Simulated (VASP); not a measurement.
# GdSn (Cmmm) in VASP: single point with PBE+U

Aim: the single point of GdSn with PBE+U.

Program: VASP 6.6.1. These are calculated values, not measurements. Logs are shortened: lines on timing, memory, paths and dates and some standing lists are left out, and cuts for length are marked.

## (1) The cell of the first run

Symmetry: Cmmm, No. 65, orthorhombic system. Conventional cell: a = 5.382 Å, b = 5.436 Å, c = 3.825 Å, α = 90.00°, β = 90.00°, γ = 90.00°. Within 4.3 Å of Gd (site symmetry mmm) lie 8 Sn at 3.30 to 3.32 Å and 6 Gd at 3.82 Å. Within 4.3 Å of Sn (site symmetry mmm) lie 8 Gd at 3.30 to 3.32 Å and 6 Sn at 3.82 Å.

## (2) Single point, PBE+U, collinear spin, ferromagnetic start

Contents of INCAR:

```
PREC = Accurate
ENCUT = 520
EDIFF = 1E-7
ISMEAR = 0
SIGMA = 0.05
LREAL = False
LASPH = True
NELM = 150
ALGO = Normal
ISIF = 2
LWAVE = False
LCHARG = False
ISPIN = 2
MAGMOM = 8.02 -0.02
LORBIT = 11
LMAXMIX = 6
LDAU = True
LDAUTYPE = 2
LDAUL = 3 -1
LDAUU = 6 0
LDAUJ = 0 0
LDAUPRINT = 1
GGA = PE
NBANDS = 27
```

Contents of KPOINTS:

```
regular mesh
0
Gamma
  8 8 8
```

Contents of POSCAR:

```
GdSn
1.0
    3.8246667891     -0.0191233339      0.0000000000
   -0.0191233339      3.8246667891      0.0000000000
    0.0000000000      0.0000000000      3.8246667891
Gd Sn
1 1
Direct
    0.0000000000      0.0000000000      0.0000000000
    0.5000000000      0.5000000000      0.5000000000
```

Potentials or basis: VASP PAW PBE potentials, release 64 (Gd, Sn_d).

Command:

```
$ cat potpaw_PBE.64/Gd/POTCAR potpaw_PBE.64/Sn_d/POTCAR > POTCAR
$ mpirun -np 1 vasp_std > vasp.out
```

OUTCAR:

```text
PREC = Accurate
   ENCUT = 520
   EDIFF = 1E-7
   ISMEAR = 0
   LREAL = False
   LASPH = True
   NELM = 150
   ISIF = 2
   ISPIN = 2
   LORBIT = 11
   GGA = PE

 ion  position               nearest neighbor table
   1  0.000  0.000  0.000-   2 3.30   2 3.30   2 3.30   2 3.30   2 3.32   2 3.32   2 3.32   2 3.32

   2  0.500  0.500  0.500-   1 3.30   1 3.30   1 3.30   1 3.30   1 3.32   1 3.32   1 3.32   1 3.32

  LATTYP: Found a base centered orthorhombic cell.
 ALAT       =     5.3818511665
 B/A-ratio  =     1.0100502512
 C/A-ratio  =     0.7106600816

  Lattice vectors:

 A1 = (   3.8246667891,  -0.0191233339,   0.0000000000)
 A2 = (  -0.0191233339,   3.8246667891,   0.0000000000)
 A3 = (   0.0000000000,   0.0000000000,   3.8246667891)

Analysis of symmetry for initial positions (statically):
=====================================================================
 Subroutine PRICEL returns:
 Original cell was already a primitive cell.

 Routine SETGRP: Setting up the symmetry group for a
 base centered orthorhombic supercell.

 Subroutine GETGRP returns: Found  8 space group operations
 (whereof  8 operations were pure point group operations)
 out of a pool of  8 trial point group operations.

The static configuration has the point symmetry D_2h.

Analysis of symmetry for dynamics (positions and initial velocities):
=====================================================================
 Subroutine PRICEL returns:
 Original cell was already a primitive cell.

 Routine SETGRP: Setting up the symmetry group for a
 base centered orthorhombic supercell.

 Subroutine GETGRP returns: Found  8 space group operations
 (whereof  8 operations were pure point group operations)
 out of a pool of  8 trial point group operations.

[... 189 lines left out ...]
  o =  0.9899  v = -0.5635 -0.0000 -0.4272  0.0000 -0.4272 -0.0000  0.5635  0.0000  0.0000  0.0000  0.0000  0.0000  0.0000  0.0000      0.0000  0.0000  0.0000  0.0000  0.0000  0.0000  0.0000  0.0000  0.0000  0.0000  0.0000  0.0000  0.0000  0.0000
  o =  0.9899  v =  0.0000 -0.0528  0.0000  0.9986  0.0000 -0.0000 -0.0000  0.0000  0.0000  0.0000  0.0000  0.0000  0.0000  0.0000      0.0000  0.0000  0.0000  0.0000  0.0000  0.0000  0.0000  0.0000  0.0000  0.0000  0.0000  0.0000  0.0000  0.0000
  o =  0.9899  v = -0.5542 -0.0000 -0.4392  0.0000  0.4392 -0.0000 -0.5542  0.0000  0.0000  0.0000  0.0000  0.0000  0.0000  0.0000      0.0000  0.0000  0.0000  0.0000  0.0000  0.0000  0.0000  0.0000  0.0000  0.0000  0.0000  0.0000  0.0000  0.0000
  o =  0.9906  v = -0.4392  0.0000  0.5542  0.0000 -0.5542 -0.0000 -0.4392  0.0000  0.0000  0.0000  0.0000  0.0000  0.0000  0.0000      0.0000  0.0000  0.0000  0.0000  0.0000  0.0000  0.0000  0.0000  0.0000  0.0000  0.0000  0.0000  0.0000  0.0000
  o =  0.9906  v =  0.0000 -0.0000  0.0000  0.0000 -0.0000  1.0000 -0.0000  0.0000  0.0000  0.0000  0.0000  0.0000  0.0000  0.0000      0.0000  0.0000  0.0000  0.0000  0.0000  0.0000  0.0000  0.0000  0.0000  0.0000  0.0000  0.0000  0.0000  0.0000
  o =  0.9906  v = -0.4272  0.0000  0.5635  0.0000  0.5635  0.0000  0.4272  0.0000  0.0000  0.0000  0.0000  0.0000  0.0000  0.0000      0.0000  0.0000  0.0000  0.0000  0.0000  0.0000  0.0000  0.0000  0.0000  0.0000  0.0000  0.0000  0.0000  0.0000
  o =  0.9907  v = -0.0000 -0.9986  0.0000 -0.0528 -0.0000 -0.0000 -0.0000  0.0000  0.0000  0.0000  0.0000  0.0000  0.0000  0.0000      0.0000  0.0000  0.0000  0.0000  0.0000  0.0000  0.0000  0.0000  0.0000  0.0000  0.0000  0.0000  0.0000  0.0000

 number of electron      31.9999999 magnetization       7.4651548

 Free energy of the ion-electron system (eV)
  ---------------------------------------------------
  ext. energy  EPLUGINS =         0.00000000
  ---------------------------------------------------
  free energy    TOTEN  =       -16.37747917 eV

  energy without entropy =      -16.37426377  energy(sigma->0) =      -16.37587147

 E-fermi :   5.9642     XC(G=0): -10.4890

 val. band max:        5.9640940011   @ k =  -0.2500   0.1250   0.2500
 cond. band min:       5.9754657403   @ k =  -0.1250   0.1250   0.3750
 fundamental gap:      0.0113717392
 Fermi energy:         5.9641931494

 spin component 1

 k-point     1 :       0.0000    0.0000    0.0000
  band No.  band energies     occupation
      1     -39.8001      1.00000
      2     -17.0513      1.00000
      3     -17.0503      1.00000
      4     -17.0498      1.00000
      5     -15.1142      1.00000
      6     -15.1135      1.00000
[... 1433 lines left out ...]
     26      13.6443      0.00000
     27      14.3678      0.00000

 [... further k-points ...]

------------------------ aborting loop because EDIFF is reached ----------------------------------------

  FORCE on cell =-STRESS in cart. coord.  units (eV):
  Direction    XX          YY          ZZ          XY          YZ          ZX
  --------------------------------------------------------------------------------------
  -------------------------------------------------------------------------------------
  Total        0.0482376      0.0482376      0.0538559     -0.1213478      0.0000000      0.0000000
  in kB        1.3814227      1.3814227      1.5423191     -3.4751411      0.0000000      0.0000000
  external PRESSURE =       1.4350549 kB  Pullay stress =       0.0000000 kB

 VOLUME and BASIS-vectors are now :
 -----------------------------------------------------------------------------
  energy-cutoff  :      520.00
  volume of cell :       55.95
      direct lattice vectors                 reciprocal lattice vectors
     3.824666789 -0.019123334  0.000000000     0.261467222  0.001307336  0.000000000
    -0.019123334  3.824666789  0.000000000     0.001307336  0.261467222  0.000000000
     0.000000000  0.000000000  3.824666789     0.000000000  0.000000000  0.261460685

 POSITION                                       TOTAL-FORCE (eV/Angst)
 -----------------------------------------------------------------------------------
      0.00000      0.00000      0.00000        -0.000000      0.000000      0.000000
      1.90277      1.90277      1.91233         0.000000      0.000000      0.000000
 -----------------------------------------------------------------------------------
    total drift:                                0.000000      0.000000      0.000000

  FREE ENERGIE OF THE ION-ELECTRON SYSTEM (eV)
  ---------------------------------------------------
  free  energy   TOTEN  =       -16.3774791651 eV

  energy  without entropy=      -16.3742637718  energy(sigma->0) =      -16.37587147

 total charge

# of ion       s       p       d       f       tot
--------------------------------------------------
    1        2.040   5.594   0.586   6.944  15.165
    2        1.194   1.176   9.952   0.000  12.323
--------------------------------------------------
tot          3.235   6.770  10.538   6.944  27.488

 magnetization (x)

# of ion       s       p       d       f       tot
--------------------------------------------------
    1        0.003  -0.084   0.192   6.910   7.020
    2       -0.011  -0.025   0.006   0.000  -0.029
--------------------------------------------------
tot         -0.008  -0.109   0.198   6.910   6.991
```

OSZICAR:

```text
N       E                     dE             d eps       ncg     rms          rms(c)
DAV:   1     0.239221025226E+03    0.23922E+03   -0.13122E+04 15469   0.575E+03
DAV:   2     0.295047439351E+02   -0.20972E+03   -0.18474E+03 14841   0.554E+02
DAV:   3    -0.768020946801E+01   -0.37185E+02   -0.36398E+02 16795   0.160E+02
[... 11 lines left out ...]
DAV:  15    -0.163774769634E+02    0.44290E-06   -0.71799E-05 18394   0.801E-02    0.146E-01
DAV:  16    -0.163774795917E+02   -0.26283E-05   -0.72066E-06 20440   0.335E-02    0.836E-02
DAV:  17    -0.163774794441E+02    0.14760E-06   -0.16858E-06 18266   0.221E-02    0.138E-02
DAV:  18    -0.163774792347E+02    0.20945E-06   -0.22317E-07 13708   0.846E-03    0.618E-03
DAV:  19    -0.163774790922E+02    0.14243E-06   -0.13148E-07 12056   0.405E-03    0.355E-03
DAV:  20    -0.163774791651E+02   -0.72873E-07   -0.46144E-08  7538   0.442E-03
   1 F= -.16377479E+02 E0= -.16375871E+02  d E =-.321539E-02  mag=     7.4652
```

stdout:

```text
POSCAR found type information on POSCAR GdSn
 POSCAR found :  2 types and       2 ions
 scaLAPACK will be used
 LDA part: xc-table for (Slater+PW92), standard interpolation
 POSCAR, INCAR and KPOINTS ok, starting setup
 FFT: planning ... GRIDC
 FFT: planning ... GRID_SOFT
 FFT: planning ... GRID
 WAVECAR not read
 entering main loop
```

It took 4.6 min on 1 thread of Intel Xeon Platinum 8488C (Sapphire Rapids), shared host; peak memory 0.38 GiB.

What came out:

- Free energy: -16.3775 eV
- Pressure: 0.1 GPa
- Net moment: 7.47 μB per cell
- Site moments: Gd +7.02; Sn -0.03 μB
- Valence electrons inside the program's atomic spheres: Gd 15.16; Sn 12.32

Levels at points of the mesh, in eV from the Fermi level:
Spin up:
```tsv
k point	band 16	band 17	band 18	band 19	band 20	band 21	band 22	band 23	band 24	band 25
(0.00, 0.00, 0.00)	-8.33	-8.32	-0.99	-0.98	1.62	1.63	1.64	3.02	3.04	3.06
(0.50, 0.00, 0.00)	-8.31	-7.27	-4.78	-0.42	-0.25	-0.24	3.19	4.13	5.52	6.08
(0.50, 0.50, 0.00)	-8.31	-7.00	-2.24	-2.17	-1.12	1.55	1.56	3.33	3.38	4.40
(0.00, 0.00, 0.50)	-8.31	-7.27	-4.78	-0.40	-0.31	-0.20	3.19	4.13	5.52	6.08
(0.50, 0.00, 0.50)	-8.31	-7.00	-2.21	-2.21	-1.12	1.55	1.55	3.33	3.38	4.40
(0.50, 0.50, 0.50)	-8.32	-5.05	-3.33	-3.32	-3.31	3.22	3.28	3.34	4.54	4.54
```
Spin down:
```csv
k point,band 10,band 11,band 12,band 13,band 14,band 15
"(0.00, 0.00, 0.00)",-9.09,-0.11,-0.11,1.44,1.44,1.44
"(0.50, 0.00, 0.00)",-7.20,-4.40,0.20,0.20,0.64,2.57
"(0.50, 0.50, 0.00)",-6.95,-2.02,-1.94,-0.25,2.20,2.40
"(0.00, 0.00, 0.50)",-7.20,-4.39,0.16,0.25,0.63,2.57
"(0.50, 0.00, 0.50)",-6.95,-1.98,-1.98,-0.25,2.20,2.40
"(0.50, 0.50, 0.50)",-5.22,-3.09,-3.07,-3.05,2.80,2.81
```

Eigenvalues of the final occupation matrices:
```tsv
site	spin	trace	eigenvalues
site 1 f	1	6.93	0.99 0.99 0.99 0.99 0.99 0.99 0.99
site 1 f	2	0.02	0.00 0.00 0.00 0.00 0.00 0.00 0.01
```

Caveat: spin-orbit coupling is left out, which moves the levels of the heavy elements. The state reached can hang on the start; a lower one may exist.
